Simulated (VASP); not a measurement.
# Ti (Im-3m) in VASP: elastic constants with PBEsol

Aim: the elastic constants of Ti with PBEsol.

Everything below comes from runs of VASP 6.6.1. Logs are shortened: lines on timing, memory, paths and dates and some standing lists are left out, and cuts for length are marked.

## Step 1: The cell of the first run

It takes space group Im-3m (No. 229, cubic). Conventional cell: a = 3.219 Å, b = 3.219 Å, c = 3.219 Å, α = 90.00°, β = 90.00°, γ = 90.00°. Ti (site symmetry m-3m) has 14 Ti at 2.79 to 3.22 Å within 3.7 Å.

This isn't the form of Ti at room conditions, which is hcp.

## Step 2: Elastic constants, PBEsol

INCAR

```
SYSTEM = Ti
ALGO = Normal ; EDIFF = 1E-8
ENCUT = 600 ; GGA = PS
IBRION = 6 ; ISIF = 3
ISMEAR = -1 ; LASPH = .TRUE.
LCHARG = .TRUE. ; LREAL = .FALSE.
LWAVE = .FALSE. ; NELM = 80
NFREE = 2 ; NSW = 1
POTIM = 0.015 ; PREC = Accurate
SIGMA = 0.15
```

KPOINTS

```
k-points
0
G
  20 20 20
  0 0 0
```

POSCAR

```
Ti
1.0
   -1.6096527864      1.6096527864      1.6096527864
    1.6096527864     -1.6096527864      1.6096527864
    1.6096527864      1.6096527864     -1.6096527864
Ti
1
Direct
    0.0000000000      0.0000000000      0.0000000000
```

Potentials or basis: VASP PAW PBE potentials, release 64 (Ti_sv).

Started as:

```sh
> cat potpaw_PBE.64/Ti_sv/POTCAR > POTCAR
> mpirun -np 1 vasp_std > vasp.out
```

OUTCAR:

```text
SYSTEM = Ti
   EDIFF = 1E-8
   ENCUT = 600
   GGA = PS
   IBRION = 6
   ISIF = 3
   ISMEAR = -1
   LASPH = .TRUE.
   LREAL = .FALSE.
   NELM = 80
   NFREE = 2
   NSW = 1
   POTIM = 0.015
   PREC = Accurate

 ion  position               nearest neighbor table
   1  0.000  0.000  0.000-

  LATTYP: Found a body centered cubic cell.
 ALAT       =     3.2193055728

  Lattice vectors:

 A1 = (  -1.6096527864,   1.6096527864,   1.6096527864)
 A2 = (   1.6096527864,  -1.6096527864,   1.6096527864)
 A3 = (   1.6096527864,   1.6096527864,  -1.6096527864)

Analysis of symmetry for initial positions (statically):
=====================================================================
 Subroutine PRICEL returns:
 Original cell was already a primitive cell.

 Routine SETGRP: Setting up the symmetry group for a
 body centered cubic supercell.

 Subroutine GETGRP returns: Found 48 space group operations
 (whereof 48 operations were pure point group operations)
 out of a pool of 48 trial point group operations.

The static configuration has the point symmetry O_h .

Analysis of symmetry for dynamics (positions and initial velocities):
=====================================================================
 Subroutine PRICEL returns:
 Original cell was already a primitive cell.

 Routine SETGRP: Setting up the symmetry group for a
 body centered cubic supercell.

 Subroutine GETGRP returns: Found 48 space group operations
 (whereof 48 operations were pure point group operations)
 out of a pool of 48 trial point group operations.

The dynamic configuration has the point symmetry O_h .

 Subroutine INISYM returns: Found 48 space group operations
 (whereof 48 operations are pure point group operations),
 and found     1 'primitive' translations

----------------------------------------------------------------------------------------

                                     Primitive cell

  volume of cell :      16.6823

  direct lattice vectors                    reciprocal lattice vectors
    -1.609652786  1.609652786  1.609652786     0.000000000  0.310625996  0.310625996
     1.609652786 -1.609652786  1.609652786     0.310625996  0.000000000  0.310625996
     1.609652786  1.609652786 -1.609652786     0.310625996  0.310625996  0.000000000

  length of vectors
     2.788000409  2.788000409  2.788000409     0.439291496  0.439291496  0.439291496

  position of ions in fractional coordinates (direct lattice)
     0.000000000  0.000000000  0.000000000

  ion indices of the primitive-cell ions
   primitive index   ion index
                 1           1

----------------------------------------------------------------------------------------

 KPOINTS: k-points

Automatic generation of k-mesh.
 Grid dimensions read from file:
 generate k-points for:   20   20   20

 Generating k-lattice:

  Cartesian coordinates                     Fractional coordinates (reciprocal lattice)
     0.000000000  0.015531300  0.015531300     0.050000000  0.000000000  0.000000000
     0.015531300  0.000000000  0.015531300     0.000000000  0.050000000  0.000000000
     0.015531300  0.015531300  0.000000000     0.000000000  0.000000000  0.050000000

  Length of vectors
     0.021964575  0.021964575  0.021964575

[... 96 lines left out ...]
  ---------------------------------------------------
  ext. energy  EPLUGINS =         0.00000000
  ---------------------------------------------------
  free energy    TOTEN  =        -8.31609862 eV

  energy without entropy =       -8.15599886  energy(sigma->0) =       -8.23604874

------------------------ aborting loop because EDIFF is reached ----------------------------------------

  FORCE on cell =-STRESS in cart. coord.  units (eV):
  Direction    XX          YY          ZZ          XY          YZ          ZX
  --------------------------------------------------------------------------------------
  -------------------------------------------------------------------------------------
  Total       -0.0264281     -0.0264281     -0.0264281     -0.0000000     -0.0000000      0.0000000
  in kB       -2.5381668     -2.5381668     -2.5381668     -0.0000000     -0.0000000      0.0000000
  external PRESSURE =      -2.5381668 kB  Pullay stress =       0.0000000 kB
[... 86 lines left out ...]
  FREE ENERGIE OF THE ION-ELECTRON SYSTEM (eV)
  ---------------------------------------------------
  free  energy   TOTEN  =        -8.3153874456 eV

  energy  without entropy=       -8.1583432188  energy(sigma->0) =       -8.23686533

[... ionic steps 4 to 12 ...]

--------------------------------------- Ionic step       13  -------------------------------------------

 number of electron      11.9999999 magnetization

------------------------ aborting loop because EDIFF is reached ----------------------------------------
[... 65 lines left out ...]
--------------------------------------- Ionic step       15  -------------------------------------------

 number of electron      12.0000000 magnetization

 Free energy of the ion-electron system (eV)
  ---------------------------------------------------
  ext. energy  EPLUGINS =         0.00000000
  ---------------------------------------------------
  free energy    TOTEN  =        -8.31610002 eV

  energy without entropy =       -8.15600048  energy(sigma->0) =       -8.23605025

 E-fermi :   8.3826     XC(G=0): -11.8249

 val. band max:        8.3768153648   @ k =  -0.3000   0.3500   0.1000
 cond. band min:       8.3843007309   @ k =   0.2500   0.1000   0.0500
 fundamental gap:      0.0074853662
 Fermi energy:         8.3826205136

 k-point     1 :       0.0000    0.0000    0.0000
  band No.  band energies     occupation
      1     -47.8322      2.00000
      2     -23.7328      2.00000
      3     -23.7328      2.00000
      4     -23.7328      2.00000
      5       2.3431      2.00000
      6       9.4030      0.00222
      7       9.4030      0.00222
      8       9.4030      0.00222
      9      11.2661      0.00000
     10      11.2661      0.00000
[... 287 lines left out ...]
 k-point    24 :       0.2500    0.1000    0.0000
  band No.  band energies     occupation
      1     -47.7230      2.00000
      2     -24.2570      2.00000
      3     -23.9010      2.00000
      4     -23.7626      2.00000
      5       5.1140      2.00000
      6       8.3624      1.06741
      7       8.5580      0.47390
      8      10.9098      0.00000
      9      11.5470      0.00000
     10      11.7294      0.00000

 [... further k-points ...]

------------------------ aborting loop because EDIFF is reached ----------------------------------------

  FORCE on cell =-STRESS in cart. coord.  units (eV):
  Direction    XX          YY          ZZ          XY          YZ          ZX
  --------------------------------------------------------------------------------------
  -------------------------------------------------------------------------------------
  Total       -0.0284475     -0.0284475     -0.0284475      0.0000000      0.0000000     -0.0000000
  in kB       -2.7321117     -2.7321117     -2.7321117      0.0000000      0.0000000     -0.0000000
  external PRESSURE =      -2.7321117 kB  Pullay stress =       0.0000000 kB
[... 16 lines left out ...]
  FREE ENERGIE OF THE ION-ELECTRON SYSTEM (eV)
  ---------------------------------------------------
  free  energy   TOTEN  =        -8.3161000201 eV

  energy  without entropy=       -8.1560004813  energy(sigma->0) =       -8.23605025

 INTERNAL STRAIN TENSORS FROM STRAINED CELLS
 ============================================

 INTERNAL STRAIN TENSOR FOR ION    1 for displacements in x,y,z  (eV/Angst):
          X           Y           Z          XY          YZ          ZX
  --------------------------------------------------------------------------------
  x    -0.00000    -0.00000     0.00000     0.00000     0.00000     0.00000
  y     0.00000    -0.00000     0.00000     0.00000     0.00000    -0.00000
  z     0.00000    -0.00000     0.00000     0.00000     0.00000    -0.00000

 INTERNAL STRAIN TENSORS FROM DISPLACED ATOMS
 ============================================

 INTERNAL STRAIN TENSOR FOR ION    1 for displacements in x,y,z  (eV/Angst):
          X           Y           Z          XY          YZ          ZX
  --------------------------------------------------------------------------------
  x     0.00000     0.00000     0.00000     0.00000     0.00000     0.00000
  y     0.00000     0.00000     0.00000     0.00000     0.00000     0.00000
  z     0.00000     0.00000     0.00000     0.00000     0.00000     0.00000

 Eigenvectors and eigenvalues of the dynamical matrix
 ----------------------------------------------------

   1 f  =    0.000000 THz     0.000000 2PiTHz    0.000000 cm-1     0.000000 meV
             X         Y         Z           dx          dy          dz
      0.000000  0.000000  0.000000    -0.199774   -0.979842    0.000000

   2 f  =    0.000000 THz     0.000000 2PiTHz    0.000000 cm-1     0.000000 meV
             X         Y         Z           dx          dy          dz
      0.000000  0.000000  0.000000     0.979842   -0.199774    0.000000

   3 f  =    0.000000 THz     0.000000 2PiTHz    0.000000 cm-1     0.000000 meV
             X         Y         Z           dx          dy          dz
      0.000000  0.000000  0.000000     0.000000    0.000000    1.000000

--------------------------------------------------------------------------------------------------------

 ELASTIC MODULI CONTR FROM IONIC RELAXATION (kBar)
 Direction    XX          YY          ZZ          XY          YZ          ZX
 --------------------------------------------------------------------------------
 XX           0.0000      0.0000      0.0000      0.0000      0.0000      0.0000
 YY           0.0000      0.0000      0.0000      0.0000      0.0000      0.0000
 ZZ           0.0000      0.0000      0.0000      0.0000      0.0000      0.0000
 XY           0.0000      0.0000      0.0000      0.0000      0.0000      0.0000
 YZ           0.0000      0.0000      0.0000      0.0000      0.0000      0.0000
 ZX           0.0000      0.0000      0.0000      0.0000      0.0000      0.0000
 --------------------------------------------------------------------------------

 TOTAL ELASTIC MODULI (kBar)
 Direction    XX          YY          ZZ          XY          YZ          ZX
 --------------------------------------------------------------------------------
 XX         955.3703   1152.4825   1152.4825      0.0000      0.0000      0.0000
 YY        1152.4825    955.3703   1152.4825     -0.0000      0.0000      0.0000
 ZZ        1152.4825   1152.4825    955.3703      0.0000     -0.0000      0.0000
 XY           0.0000     -0.0000      0.0000    379.6118      0.0000     -0.0000
 YZ           0.0000      0.0000     -0.0000      0.0000    379.6118     -0.0000
 ZX           0.0000      0.0000      0.0000     -0.0000     -0.0000    379.6118
 --------------------------------------------------------------------------------
```

Wall time 44 min (1 thread of Intel Xeon 8259CL, shared host); peak memory 0.85 GiB.

What came out:

- Elastic constants C11, C12, C44: 96, 115, 38 GPa
- Voigt bulk modulus: 109 GPa

Elastic tensor in Voigt notation (GPa, in the Cartesian axes of the cell as first typed):
```
 96 115 115   0   0   0
115  96 115   0   0   0
115 115  96   0   0   0
  0   0   0  38   0   0
  0   0   0   0  38   0
  0   0   0   0   0  38
```

Clamped-ion elastic tensor (GPa):
```
 96 115 115   0   0   0
115  96 115   0   0   0
115 115  96   0   0   0
  0   0   0  38   0   0
  0   0   0   0  38   0
  0   0   0   0   0  38
```

Caveat: the elastic tensor has a negative eigenvalue, so either the cell is unstable as it stands or the mesh is too thin; the PAW data sets were made with another functional, which shifts forces and pressure a little.
